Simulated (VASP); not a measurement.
Write the native input for VASP 6.6.1 that does the following.

```
Task                   : single point
Functional             : PBE
Potentials or basis    : VASP PAW PBE potentials, release 64 (Be, Cd, F)
Cutoff                 : 520 eV
k mesh                 : 6 × 6 × 4
Occupations            : gaussian, width 0.1 eV
Spin                   : collinear spin
Starting moments       : [0.0, 0.0, 0.0, 0.0, 1.0] μB
Dipole correction      : no
Further INCAR settings : ALGO = Normal; EDIFF = 1e-06; NBANDS = 24
```

The structure of Be3CdF lies in POSCAR:

```
Be3CdF
1.0
    3.6759088789      0.0000000000      0.0000000000
    0.0000000000      3.6759088789      0.0000000000
    0.0000000000      0.0000000000      5.1170297666
Be Cd F
3 1 1
Direct
    0.5000000000      0.5000000000      0.8081811518
    0.5000000000      0.5000000000      0.1918188482
    0.0000000000      0.0000000000      0.0000000000
    0.0000000000      0.0000000000      0.5000000000
    0.5000000000      0.5000000000      0.5000000000
```

The cell was generated, and may not be a known phase.

One way to write it, as run:

INCAR

```
SYSTEM = Be3CdF
ALGO = Normal
EDIFF = 1E-6
ENCUT = 520
GGA = PE
ISIF = 2
ISMEAR = 0
ISPIN = 2
LASPH = .TRUE.
LCHARG = .FALSE.
LORBIT = 11
LREAL = .FALSE.
LWAVE = .FALSE.
MAGMOM = 0 0 0 0 1
NBANDS = 24
NELM = 150
PREC = Accurate
SIGMA = 0.1
```

KPOINTS

```
k-points
0
G
  6 6 4
  0 0 0
```

Potentials or basis: VASP PAW PBE potentials, release 64 (Be, Cd, F).

Run with:

```sh
$ cat potpaw_PBE.64/Be/POTCAR potpaw_PBE.64/Cd/POTCAR potpaw_PBE.64/F/POTCAR > POTCAR
$ mpirun -np 1 vasp_std > vasp.out
```

It gave:

- Pressure: 0.2 GPa
- Largest force: 0.038 eV/Å
- Net moment: 0.00 μB per cell
- Valence electrons inside the program's atomic spheres: Be 0.93, 0.79 (each value once); Cd 10.37; F 6.18

Run time: 54 s on 1 thread of Intel(R) Xeon(R) Platinum 8488C (Sapphire Rapids) (shared host), peak memory 0.24 GiB.
